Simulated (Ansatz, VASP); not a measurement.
## One calculation of MgSe, two programs

```xyz
2
Lattice="0.0000 2.7363 2.7363 2.7363 0.0000 2.7363 2.7363 2.7363 0.0000" Properties=species:S:1:pos:R:3 pbc="T T T"
Mg    0.0000    0.0000    0.0000
Se    2.7363    2.7363    2.7363
```

Alike in both runs: task single point; functional r2SCAN; k mesh 6 × 6 × 6; occupations fermi-dirac, width 0.2 eV; no spin polarisation.

|  | VASP | Ansatz |
| --- | --- | --- |
| version | VASP 6.6.1 | Ansatz 0.2.0 |
| potentials or method | VASP PAW PBE potentials, release 64 (Mg, Se) | plane waves |
| plane-wave cutoff (eV) | 660 | 500 |
| valence electrons in the cell | 8 | 26 |

```tsv
	VASP	Ansatz	Ansatz less VASP
pressure (GPa)	-0.3	0.0	+0.29
```

VASP's potentials were made for PBE, not for r2SCAN. With one functional, cell and mesh, what is left measures potentials, basis and numerics. VASP's potentials hold 8 valence electrons a cell and Ansatz's 26, so a difference there can come from the potentials and not from the codes.
